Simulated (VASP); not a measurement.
La:

```
CELL_PARAMETERS angstrom
3.77000 0.00000 0.00000
-1.88500 3.26492 0.00000
0.00000 0.00000 12.15900
ATOMIC_POSITIONS crystal
La 0.00000 0.00000 0.00000
La 0.00000 0.00000 0.50000
La 0.33333 0.66667 0.75000
La 0.66667 0.33333 0.25000
```

```yaml
Program: VASP 6.6.1
Task: relaxation of cell and atoms
Functional: r2SCAN
Potentials_or_basis: VASP PAW PBE potentials, release 64 (La)
Cutoff: 600 eV
k_mesh: 5 × 5 × 2
Occupations: fermi-dirac, width 0.1 eV
Spin: no spin polarisation
```

At the start: pressure 0.3 GPa; volume 37.42 Å³/atom.

Question: Where does the relaxation end?

Answer: Over 6 steps the energy falls by 6.4 meV/atom and the volume is 37.63 Å³/atom (+0.6 %); space group P6_3/mmc (No. 194, to 0.1 Å) before and after.

Step by step:
```
step  energy change (eV)  largest force (eV/Å)  pressure (GPa)  volume (Å³)
   1              0.0000                0.0000            0.32       149.66
   2             -0.0177                0.0000           -0.01       151.29
   3             -0.0228                0.0000           -0.32       152.84
   4             -0.0229                0.0000           -0.30       152.70
   5             -0.0254                0.0000           -0.09       151.14
   6             -0.0255                0.0000            0.01       150.53
```

Final structure:
```
La
1.0
     3.83539    0.00000    0.00000
    -1.91770    3.32155    0.00000
     0.00000    0.00000   11.81637
La
4
Cartesian
  0.0000 0.0000 0.0000
  0.0000 0.0000 5.9082
  0.0000 2.2144 8.8623
  1.9177 1.1072 2.9541
```

Caveat: the k points lie up to 0.38 Å⁻¹ apart in the final cell, too coarse for converged energies and pressures of a metal; the PAW data sets were made with another functional, which shifts forces and pressure a little.
